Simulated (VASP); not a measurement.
# CdAg (Pm-3m) in VASP: vibrations by perturbation theory with LDA

Aim: the vibrations by perturbation theory of CdAg with LDA.

Program: VASP 6.6.1. These are calculated values, not measurements. Logs are shortened: lines on timing, memory, paths and dates and some standing lists are left out, and cuts for length are marked.

### Step 1. The cell of the first run

The structure is cubic, space group Pm-3m (No. 221). The conventional cell has a = 3.265 Å, b = 3.265 Å, c = 3.265 Å, α = 90.00°, β = 90.00°, γ = 90.00°. Cd (site symmetry m-3m) has 8 Ag at 2.83 Å and 6 Cd at 3.26 Å within 3.7 Å. Within 3.7 Å of Ag (site symmetry m-3m) lie 8 Cd at 2.83 Å and 6 Ag at 3.26 Å.

### Step 2. Vibrations by perturbation theory, LDA

File INCAR:

```
PREC     = Accurate       # precision mode
ENCUT    = 520            # plane-wave cutoff, eV
EDIFF    = 1E-8           # SCF threshold, eV
ISMEAR   = -1             # smearing method
SIGMA    = 0.15           # smearing width, eV
LREAL    = False          # projectors in reciprocal space
LASPH    = True           # aspherical terms in the spheres
NELM     = 60             # most SCF steps
ALGO     = Fast           # electronic algorithm
ISIF     = 2              # what is computed and relaxed
LWAVE    = False          # write WAVECAR
LCHARG   = False          # write CHGCAR
IBRION   = 8              # ionic algorithm
NSW      = 1              # ionic steps
```

File KPOINTS:

```
Automatic mesh
0
Gamma
  12 12 12
```

File POSCAR:

```
CdAg
1.0
    3.2645240347      0.0000000000      0.0000000000
    0.0000000000      3.2645240347      0.0000000000
    0.0000000000      0.0000000000      3.2645240347
Cd Ag
1 1
Direct
    0.5000000000      0.5000000000      0.5000000000
    0.0000000000      0.0000000000      0.0000000000
```

Potentials or basis: VASP PAW LDA potentials, release 64 (Cd, Ag).

Command:

```bash
$ cat potpaw_LDA.64/Cd/POTCAR potpaw_LDA.64/Ag/POTCAR > POTCAR
$ mpirun -np 1 vasp_std > vasp.out
```

OUTCAR:

```text
PREC = Accurate
   ENCUT = 520
   EDIFF = 1E-8
   ISMEAR = -1
   LREAL = False
   LASPH = True
   NELM = 60
   ISIF = 2
   IBRION = 8
   NSW = 1

 ion  position               nearest neighbor table
   1  0.500  0.500  0.500-   2 2.83   2 2.83   2 2.83   2 2.83   2 2.83   2 2.83   2 2.83   2 2.83

   2  0.000  0.000  0.000-   1 2.83   1 2.83   1 2.83   1 2.83   1 2.83   1 2.83   1 2.83   1 2.83

  LATTYP: Found a simple cubic cell.
 ALAT       =     3.2645240347

  Lattice vectors:

 A1 = (   3.2645240347,   0.0000000000,   0.0000000000)
 A2 = (   0.0000000000,   3.2645240347,   0.0000000000)
 A3 = (   0.0000000000,   0.0000000000,   3.2645240347)

Analysis of symmetry for initial positions (statically):
=====================================================================
 Subroutine PRICEL returns:
 Original cell was already a primitive cell.

 Routine SETGRP: Setting up the symmetry group for a
 simple cubic supercell.

 Subroutine GETGRP returns: Found 48 space group operations
 (whereof 48 operations were pure point group operations)
 out of a pool of 48 trial point group operations.

The static configuration has the point symmetry O_h .

Analysis of symmetry for dynamics (positions and initial velocities):
=====================================================================
 Subroutine PRICEL returns:
 Original cell was already a primitive cell.

 Routine SETGRP: Setting up the symmetry group for a
 simple cubic supercell.

 Subroutine GETGRP returns: Found 48 space group operations
 (whereof 48 operations were pure point group operations)
 out of a pool of 48 trial point group operations.

The dynamic configuration has the point symmetry O_h .

 Subroutine INISYM returns: Found 48 space group operations
 (whereof 48 operations are pure point group operations),
 and found     1 'primitive' translations

----------------------------------------------------------------------------------------

                                     Primitive cell

  volume of cell :      34.7904

  direct lattice vectors                    reciprocal lattice vectors
     3.264524035  0.000000000  0.000000000     0.306323369  0.000000000  0.000000000
     0.000000000  3.264524035  0.000000000     0.000000000  0.306323369  0.000000000
     0.000000000  0.000000000  3.264524035     0.000000000  0.000000000  0.306323369

  length of vectors
     3.264524035  3.264524035  3.264524035     0.306323369  0.306323369  0.306323369

  position of ions in fractional coordinates (direct lattice)
[... 8 lines left out ...]
----------------------------------------------------------------------------------------

 KPOINTS: Automatic mesh

Automatic generation of k-mesh.
 Grid dimensions read from file:
 generate k-points for:   12   12   12

 Generating k-lattice:

  Cartesian coordinates                     Fractional coordinates (reciprocal lattice)
     0.025526947  0.000000000  0.000000000     0.083333333  0.000000000  0.000000000
     0.000000000  0.025526947  0.000000000     0.000000000  0.083333333  0.000000000
     0.000000000  0.000000000  0.025526947     0.000000000  0.000000000  0.083333333

  Length of vectors
     0.025526947  0.025526947  0.025526947

  Shift w.r.t. Gamma in fractional coordinates (k-lattice)
     0.000000000  0.000000000  0.000000000

 Subroutine IBZKPT returns following result:
 ===========================================

 Found     84 irreducible k-points:

 Following reciprocal coordinates:
            Coordinates               Weight
  0.000000  0.000000  0.000000      1.000000
  0.083333  0.000000  0.000000      6.000000
  0.166667  0.000000  0.000000      6.000000
  0.250000  0.000000  0.000000      6.000000
  0.333333  0.000000  0.000000      6.000000
  0.416667  0.000000  0.000000      6.000000
[... 77 lines left out ...]
 number of electron      22.9999992 magnetization

 Free energy of the ion-electron system (eV)
  ---------------------------------------------------
  ext. energy  EPLUGINS =         0.00000000
  ---------------------------------------------------
  free energy    TOTEN  =        -5.47116679 eV

  energy without entropy =       -5.43297815  energy(sigma->0) =       -5.45207247

 E-fermi :   6.2637     XC(G=0): -12.5306

 val. band max:        6.2498562408   @ k =   0.5000   0.3333   0.3333
 cond. band min:       6.2998908049   @ k =   0.3333   0.3333   0.0000
 fundamental gap:      0.0500345640
 Fermi energy:         6.2637098017

 k-point     1 :       0.0000    0.0000    0.0000
  band No.  band energies     occupation
      1      -3.3791      2.00000
      2      -3.3791      2.00000
      3      -3.0401      2.00000
      4      -2.5500      2.00000
      5      -2.5500      2.00000
      6      -2.5500      2.00000
      7       0.8876      2.00000
      8       0.8876      2.00000
      9       1.8580      2.00000
     10       1.8580      2.00000
     11       1.8580      2.00000
     12      11.3692      0.00000
     13      11.3692      0.00000
     14      11.3692      0.00000
[... 401 lines left out ...]
      2      -3.0876      2.00000
      3      -2.8629      2.00000
      4      -2.7782      2.00000
      5      -2.3230      2.00000
      6       0.0817      2.00000
      7       0.9865      2.00000
      8       1.5584      2.00000
      9       1.5697      2.00000
     10       1.7673      2.00000
     11       2.6009      2.00000
     12       5.1537      1.99878
     13       8.8764      0.00000
     14      11.3346      0.00000
     15      17.0144      0.00000

 [... further k-points ...]

------------------------ aborting loop because EDIFF is reached ----------------------------------------

  FORCE on cell =-STRESS in cart. coord.  units (eV):
  Direction    XX          YY          ZZ          XY          YZ          ZX
  --------------------------------------------------------------------------------------
  -------------------------------------------------------------------------------------
  Total        0.1758900      0.1758900      0.1758900     -0.0000000     -0.0000000     -0.0000000
  in kB        8.1001326      8.1001326      8.1001326     -0.0000000     -0.0000000     -0.0000000
  external PRESSURE =       8.1001326 kB  Pullay stress =       0.0000000 kB

 VOLUME and BASIS-vectors are now :
 -----------------------------------------------------------------------------
  energy-cutoff  :      520.00
  volume of cell :       34.79
      direct lattice vectors                 reciprocal lattice vectors
     3.264524035  0.000000000  0.000000000     0.306323369  0.000000000  0.000000000
     0.000000000  3.264524035  0.000000000     0.000000000  0.306323369  0.000000000
     0.000000000  0.000000000  3.264524035     0.000000000  0.000000000  0.306323369

 POSITION                                       TOTAL-FORCE (eV/Angst)
 -----------------------------------------------------------------------------------
      1.63226      1.63226      1.63226         0.000000      0.000000      0.000000
      0.00000      0.00000      0.00000         0.000000      0.000000      0.000000
 -----------------------------------------------------------------------------------
    total drift:                                0.000000      0.000000     -0.000000

  FREE ENERGIE OF THE ION-ELECTRON SYSTEM (eV)
  ---------------------------------------------------
  free  energy   TOTEN  =        -5.4711667897 eV

  energy  without entropy=       -5.4329781531  energy(sigma->0) =       -5.45207247

[... ionic steps 2 to 3 ...]

--------------------------------------- Ionic step        4  -------------------------------------------

------------------------ aborting loop because EDIFF is reached ----------------------------------------

[... ionic steps 5 to 6 ...]

--------------------------------------- Ionic step        7  -------------------------------------------

 Free energy of the ion-electron system (eV)
  ---------------------------------------------------
  ---------------------------------------------------
  free energy    TOTEN  =        -0.29600811 eV

  energy without entropy =       -0.29600811

------------------------ aborting loop because EDIFF is reached ----------------------------------------

 INTERNAL STRAIN TENSOR  FOR ION    2  DIRECTION 1   (eV/Angst):
 -----------------------------------------------------------------------------
     0.00238  0.00000 -0.00000
     0.00000 -0.00041  0.00000
     0.00000  0.00000 -0.00041

 INTERNAL STRAIN TENSOR FOR ION    2 for displacements in x,y,z  (eV/Angst):
          X           Y           Z          XY          YZ          ZX
  --------------------------------------------------------------------------------
  x     0.00000     0.00000     0.00000     0.00000     0.00000     0.00000
  y     0.00000     0.00000     0.00000     0.00000     0.00000     0.00000
  z     0.00000     0.00000     0.00000     0.00000     0.00000     0.00000

 SECOND DERIVATIVES (NOT SYMMETRIZED)
 ------------------------------------
               1X          1Y          1Z          2X          2Y          2Z
  1X    -4.398561   -0.000000    0.000000    4.398561    0.000000   -0.000000
  1Y    -0.000000   -4.398561    0.000000    0.000000    4.398561    0.000000
  1Z    -0.000000   -0.000000   -4.398561    0.000000    0.000000    4.398561
  2X     4.403354   -0.000000    0.000000   -4.403354    0.000000    0.000000
  2Y    -0.000000    4.403354   -0.000000    0.000000   -4.403354    0.000000
  2Z    -0.000000   -0.000000    4.403354    0.000000    0.000000   -4.403354

 Eigenvectors and eigenvalues of the dynamical matrix
 ----------------------------------------------------

   1 f  =    4.420410 THz    27.774258 2PiTHz  147.449022 cm-1    18.281341 meV
             X         Y         Z           dx          dy          dz
      1.632262  1.632262  1.632262    -0.000000    0.699583   -0.000000
      0.000000  0.000000  0.000000     0.000000   -0.714552    0.000000
[... 21 lines left out ...]
   6 f/i=    0.001203 THz     0.007559 2PiTHz    0.040130 cm-1     0.004975 meV
             X         Y         Z           dx          dy          dz
      1.632262  1.632262  1.632262     0.043787    0.235448    0.673224
      0.000000  0.000000  0.000000     0.042870    0.230515    0.659121

--------------------------------------------------------------------------------------------------------

 ELASTIC MODULI CONTR FROM IONIC RELAXATION (kBar)
 Direction    XX          YY          ZZ          XY          YZ          ZX
 --------------------------------------------------------------------------------
 XX           0.0000      0.0000      0.0000      0.0000      0.0000      0.0000
 YY           0.0000      0.0000      0.0000      0.0000      0.0000      0.0000
 ZZ           0.0000      0.0000      0.0000      0.0000      0.0000      0.0000
 XY           0.0000      0.0000      0.0000      0.0000      0.0000      0.0000
 YZ           0.0000      0.0000      0.0000      0.0000      0.0000      0.0000
 ZX           0.0000      0.0000      0.0000      0.0000      0.0000      0.0000
 --------------------------------------------------------------------------------
```

It took 4.7 min on 1 thread of AMD EPYC 7R43 (Zen 3), shared host; peak memory 0.33 GiB.

Results:

```yaml
Highest_phonon_frequency_at_Γ_LO-TO_splitting_left_out: 147 cm⁻¹
```

Phonon frequencies in cm⁻¹ (negative: imaginary):
```tsv
q point	frequencies
(0.000, 0.000, 0.000)	0 0 0 147 147 147
```
